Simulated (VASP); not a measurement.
# SrCl2 (I4/mmm) in VASP: notebook

Runs on SrCl2. Level: PBE. Tasks: single point.

Program: VASP 6.6.1. These are calculated values, not measurements. Logs are shortened: lines on timing, memory, paths and dates and some standing lists are left out, and cuts for length are marked.

**1. The cell of the first run**

It takes space group I4/mmm (No. 139, tetragonal). The conventional cell has a = 4.765 Å, b = 4.765 Å, c = 7.186 Å, α = 90.00°, β = 90.00°, γ = 90.00°. Sr (site symmetry 4/mmm) has 8 Cl at 2.98 Å within 3.9 Å. Cl (site symmetry -4m2) has 4 Sr at 2.98 Å and 6 Cl at 3.37 to 3.59 Å within 3.9 Å.

**2. Single point, PBE (27.20 Å³/atom)**

INCAR

```
PREC = Accurate ; ENCUT = 520
EDIFF = 1E-6 ; ISMEAR = 0
SIGMA = 0.05 ; LREAL = F
LASPH = T ; NELM = 100
ALGO = Normal ; ISIF = 2
LWAVE = F ; LCHARG = F
GGA = PE ; NBANDS = 19
```

KPOINTS

```
Automatic mesh
0
Gamma
  6 6 6
```

POSCAR

```
SrCl2
1.0
    0.0000000000      3.3696996596      3.5927737770
    3.3696996596      0.0000000000      3.5927737770
    3.3696996596      3.3696996596      0.0000000000
Sr Cl
1 2
Direct
    0.0000000000      0.0000000000      0.0000000000
    0.2500000000      0.2500000000      0.2500000000
    0.7500000000      0.7500000000      0.7500000000
```

Potentials or basis: VASP PAW PBE potentials, release 64 (Sr_sv, Cl).

Command:

```
cat potpaw_PBE.64/Sr_sv/POTCAR potpaw_PBE.64/Cl/POTCAR > POTCAR
mpirun -np 1 vasp_std > vasp.out
```

OUTCAR:

```text
PREC = Accurate
   ENCUT = 520
   EDIFF = 1E-6
   ISMEAR = 0
   LREAL = F
   LASPH = T
   NELM = 100
   ISIF = 2
   GGA = PE

 ion  position               nearest neighbor table
   1  0.000  0.000  0.000-   3 2.98   3 2.98   3 2.98   2 2.98   3 2.98   2 2.98   2 2.98   2 2.98

   2  0.250  0.250  0.250-   1 2.98   1 2.98   1 2.98   1 2.98
   3  0.750  0.750  0.750-   1 2.98   1 2.98   1 2.98   1 2.98

  LATTYP: Found a body centered tetragonal cell.
 ALAT       =     4.7654749597
 C/A-ratio  =     1.5078345002

  Lattice vectors:

 A1 = (  -3.3696996596,   0.0000000000,   3.5927737770)
 A2 = (   3.3696996596,   0.0000000000,   3.5927737770)
 A3 = (   0.0000000000,   3.3696996596,  -3.5927737770)

Analysis of symmetry for initial positions (statically):
=====================================================================
 Subroutine PRICEL returns:
 Original cell was already a primitive cell.

 Routine SETGRP: Setting up the symmetry group for a
 body centered tetragonal supercell.

 Subroutine GETGRP returns: Found 16 space group operations
 (whereof 16 operations were pure point group operations)
 out of a pool of 16 trial point group operations.

The static configuration has the point symmetry D_4h.

Analysis of symmetry for dynamics (positions and initial velocities):
=====================================================================
 Subroutine PRICEL returns:
 Original cell was already a primitive cell.

 Routine SETGRP: Setting up the symmetry group for a
 body centered tetragonal supercell.

 Subroutine GETGRP returns: Found 16 space group operations
 (whereof 16 operations were pure point group operations)
 out of a pool of 16 trial point group operations.

The dynamic configuration has the point symmetry D_4h.

 Subroutine INISYM returns: Found 16 space group operations
 (whereof 16 operations are pure point group operations),
 and found     1 'primitive' translations

----------------------------------------------------------------------------------------

                                     Primitive cell

  volume of cell :      81.5910

  direct lattice vectors                    reciprocal lattice vectors
     0.000000000  3.369699660  3.592773777    -0.148381177  0.148381177  0.139168239
     3.369699660  0.000000000  3.592773777     0.148381177 -0.148381177  0.139168239
     3.369699660  3.369699660  0.000000000     0.148381177  0.148381177 -0.139168239

  length of vectors
     4.925738443  4.925738443  4.765474960     0.251797033  0.251797033  0.251797033

  position of ions in fractional coordinates (direct lattice)
     0.000000000  0.000000000  0.000000000
     0.250000000  0.250000000  0.250000000
     0.750000000  0.750000000  0.750000000

  ion indices of the primitive-cell ions
   primitive index   ion index
                 1           1
                 2           2
                 3           3

----------------------------------------------------------------------------------------

 KPOINTS: Automatic mesh

Automatic generation of k-mesh.
 Grid dimensions read from file:
 generate k-points for:    6    6    6

 Generating k-lattice:

  Cartesian coordinates                     Fractional coordinates (reciprocal lattice)
    -0.024730196  0.024730196  0.023194707     0.166666667  0.000000000  0.000000000
     0.024730196 -0.024730196  0.023194707     0.000000000  0.166666667  0.000000000
     0.024730196  0.024730196 -0.023194707    -0.000000000 -0.000000000  0.166666667

  Length of vectors
     0.041966172  0.041966172  0.041966172

  Shift w.r.t. Gamma in fractional coordinates (k-lattice)
     0.000000000  0.000000000  0.000000000

 Subroutine IBZKPT returns following result:
 ===========================================

 Found     30 irreducible k-points:

 Following reciprocal coordinates:
            Coordinates               Weight
  0.000000  0.000000  0.000000      1.000000
  0.166667 -0.000000  0.000000      8.000000
  0.333333  0.000000  0.000000      8.000000
  0.500000  0.000000  0.000000      4.000000
  0.166667  0.166667  0.000000      2.000000
  0.333333  0.166667  0.000000      8.000000
[... 16 lines left out ...]
  0.333333  0.000000  0.333333      4.000000
  0.500000 -0.000000  0.333333     16.000000
 [... further k-points ...]
   k-points           NKPTS =     30   k-points in BZ     NKDIM =     30   number of bands    NBANDS=     19
   number of dos      NEDOS =    301   number of ions     NIONS =      3
   total plane-waves  NPLWV =  57600
   dimension x,y,z NGX =    40 NGY =   40 NGZ =   36
   dimension x,y,z NGXF=    80 NGYF=   80 NGZF=   72
   ions per type =               1   2
   NGX,Y,Z   is equivalent  to a cutoff of  13.50, 13.50, 12.56 a.u.
   NGXF,Y,Z  is equivalent  to a cutoff of  27.00, 27.00, 25.12 a.u.
 SYSTEM =  unknown system
   PREC   = accura    normal or accurate (medium, high low for compatibility)
   ISTART =      0    job   : 0-new  1-cont  2-samecut
   ICHARG =      2    charge: 1-file 2-atom 10-const
   ISPIN  =      1    spin polarized calculation?
   LNONCOLLINEAR =      F non collinear calculations
   LSORBIT =      F    spin-orbit coupling
   LASPH  =      T    aspherical Exc in radial PAW
   ENCUT  =  520.0 eV  38.22 Ry    6.18 a.u.   9.16  9.16  8.86*2*pi/ulx,y,z
   NELM   =    100;   NELMIN=  2; NELMDL= -5     # of ELM steps
   EDIFF  = 0.1E-05   stopping-criterion for ELM
   LREAL  =      F    real-space projection
   EDIFFG = 0.1E-04   stopping-criterion for IOM
   NSW    =      0    number of steps for IOM
   IBRION =     -1    ionic relax: 0-MD 1-quasi-New 2-CG
   NFREE  =      0    steps in history (QN), initial steepest desc. (CG)
   ISIF   =      2    stress and relaxation
   ISYM   =      2    0-nonsym 1-usesym 2-fastsym
   POTIM  = 0.5000    time-step for ionic-motion
   TEBEG  =    0.0;   TEEND  =   0.0 temperature during run
   PSTRESS=    0.0 pullay stress
   NELECT =      24.0000    total number of electrons
   NUPDOWN=      -1.0000    fix difference up-down
   EMIN   =  10.00;   EMAX   =-10.00  energy-range for DOS
   EFERMI =   0.00;   METHOD = LEGACY
   ISMEAR =     0;   SIGMA  =   0.05  broadening in eV -4-tet -1-fermi 0-gaus
   EFERMI_NEDOS =   21; number of points for ismear=-14 and -15
   IALGO  =     38    algorithm
   IMIX   =      4    mixing-type and parameters
     AMIX     =   0.40;   BMIX     =  1.00
     AMIX_MAG =   1.60;   BMIX_MAG =  1.00
  volume/ion in A,a.u.               =      27.20       183.53
  Fermi-wavevector in a.u.,A,eV,Ry     =   1.088757  2.057453 16.128249  1.185393
  Thomas-Fermi vector in A             =   2.224946
   LORBIT       =      0    0 simple, 1 ext, 2 COOP (PROOUT), +10 PAW based schemes
   GGA     = PE    functional components
   LHFCALC =     F    Hartree Fock is set to
   AEXX    =    0.0000 exact exchange contribution
   IVDW    =     0    specifies the selected vdW correction
   LEPSILON=     F    determine dielectric tensor
   LRPA    =     F    only Hartree local field effects (RPA)
 non-spin polarized calculation
 Gauss-broadening in eV      SIGMA  =   0.05
  energy-cutoff  :      520.00
  volume of cell :       81.59
 maximum number of plane-waves:      2228
 NGX is ok and might be reduce to    40
   NGX = 19   NGY = 19   NGZ = 17

 number of electron      23.9999999 magnetization

 Free energy of the ion-electron system (eV)
  ---------------------------------------------------
  ext. energy  EPLUGINS =         0.00000000
  ---------------------------------------------------
  free energy    TOTEN  =       -12.70480275 eV

  energy without entropy =      -12.70480275  energy(sigma->0) =      -12.70480275

 E-fermi :   0.8488     XC(G=0):  -8.4553

 val. band max:        0.5874545867   @ k =   0.5000   0.0000   0.5000
 cond. band min:       5.7253337532   @ k =   0.0000   0.0000   0.0000
 fundamental gap:      5.1378791664
 Fermi energy:         0.8488371309

 k-point     1 :       0.0000    0.0000    0.0000
  band No.  band energies     occupation
      1     -32.3495      2.00000
      2     -14.3631      2.00000
      3     -14.3631      2.00000
      4     -14.3475      2.00000
      5     -13.0047      2.00000
      6     -12.0494      2.00000
[... 11 lines left out ...]
     18       9.6238      0.00000
     19       9.9282      0.00000

 k-point     2 :       0.1667   -0.0000    0.0000
  band No.  band energies     occupation
      1     -32.3484      2.00000
      2     -14.4747      2.00000
      3     -14.3665      2.00000
      4     -14.3576      2.00000
      5     -12.8199      2.00000
      6     -12.1134      2.00000
[... 11 lines left out ...]
     18       9.2856      0.00000
     19      10.3157      0.00000

 k-point     3 :       0.3333    0.0000    0.0000
  band No.  band energies     occupation
      1     -32.3464      2.00000
      2     -14.6457      2.00000
      3     -14.3731      2.00000
      4     -14.3680      2.00000
      5     -12.5827      2.00000
      6     -12.1585      2.00000
[... 11 lines left out ...]
     18       9.1601      0.00000
     19       9.7119      0.00000

 k-point     4 :       0.5000    0.0000    0.0000
  band No.  band energies     occupation
      1     -32.3454      2.00000
      2     -14.7133      2.00000
      3     -14.3764      2.00000
      4     -14.3731      2.00000
      5     -12.5613      2.00000
      6     -12.0958      2.00000
[... 11 lines left out ...]
     18       9.2375      0.00000
     19       9.5138      0.00000

 k-point     5 :       0.1667    0.1667    0.0000
  band No.  band energies     occupation
      1     -32.3483      2.00000
      2     -14.5032      2.00000
      3     -14.3718      2.00000
      4     -14.3718      2.00000
      5     -12.7582      2.00000
      6     -12.1146      2.00000
[... 11 lines left out ...]
     18       9.1445      0.00000
     19       9.4159      0.00000
[... 334 lines left out ...]
      2     -14.6599      2.00000
      3     -14.4678      2.00000
      4     -14.3915      2.00000
      5     -12.3076      2.00000
      6     -12.2877      2.00000
[... 11 lines left out ...]
     18       9.4409      0.00000
     19      10.3516      0.00000

 k-point    22 :      -0.3333    0.5000    0.1667
  band No.  band energies     occupation
      1     -32.3444      2.00000
      2     -14.7201      2.00000
      3     -14.5023      2.00000
      4     -14.4020      2.00000
      5     -12.2362      2.00000
      6     -12.2086      2.00000
[... 11 lines left out ...]
     18      10.1771      0.00000
     19      10.5709      0.00000

 k-point    23 :       0.3333    0.0000    0.3333
  band No.  band energies     occupation
      1     -32.3451      2.00000
      2     -14.6998      2.00000
      3     -14.4008      2.00000
      4     -14.3738      2.00000
      5     -12.3488      2.00000
      6     -12.3008      2.00000
[... 11 lines left out ...]
     18       8.6362      0.00000
     19      10.3426      0.00000

 k-point    24 :       0.5000   -0.0000    0.3333
  band No.  band energies     occupation
      1     -32.3441      2.00000
      2     -14.7216      2.00000
      3     -14.4515      2.00000
      4     -14.3896      2.00000
      5     -12.3800      2.00000
      6     -12.1620      2.00000
[... 11 lines left out ...]
     18       9.6123      0.00000
     19      10.4686      0.00000

 [... further k-points ...]
[... 5 lines left out ...]
  --------------------------------------------------------------------------------------
  -------------------------------------------------------------------------------------
  Total        1.9968057      1.9968057      0.2397267      0.0000000      0.0000000      0.0000000
  in kB       39.2106586     39.2106586      4.7074384      0.0000000      0.0000000      0.0000000
  external PRESSURE =      27.7095852 kB  Pullay stress =       0.0000000 kB

 VOLUME and BASIS-vectors are now :
 -----------------------------------------------------------------------------
  energy-cutoff  :      520.00
  volume of cell :       81.59
      direct lattice vectors                 reciprocal lattice vectors
     0.000000000  3.369699660  3.592773777    -0.148381177  0.148381177  0.139168239
     3.369699660  0.000000000  3.592773777     0.148381177 -0.148381177  0.139168239
     3.369699660  3.369699660  0.000000000     0.148381177  0.148381177 -0.139168239

 POSITION                                       TOTAL-FORCE (eV/Angst)
 -----------------------------------------------------------------------------------
      0.00000      0.00000      0.00000        -0.000000     -0.000000      0.000000
      1.68485      1.68485      1.79639        -0.000000     -0.000000      0.000000
      5.05455      5.05455      5.38916         0.000000      0.000000     -0.000000
 -----------------------------------------------------------------------------------
    total drift:                               -0.000000     -0.000000      0.000000

  FREE ENERGIE OF THE ION-ELECTRON SYSTEM (eV)
  ---------------------------------------------------
  free  energy   TOTEN  =       -12.7048027536 eV

  energy  without entropy=      -12.7048027536  energy(sigma->0) =      -12.70480275
```

Run time: 29 s. Hardware: 1 thread of AMD EPYC 9R45 (Zen 5), shared host; peak memory 0.21 GiB.

What came out:

```yaml
Free_energy: -12.7048 eV
Pressure: 2.8 GPa
Band_gap_on_the_k_mesh: 5.14 eV (least direct gap 5.29 eV)
```

Stress tensor (GPa, compression positive):
```
3.92 0.00 0.00
0.00 3.92 0.00
0.00 0.00 0.47
```

(Continued in part 2 of 2.)
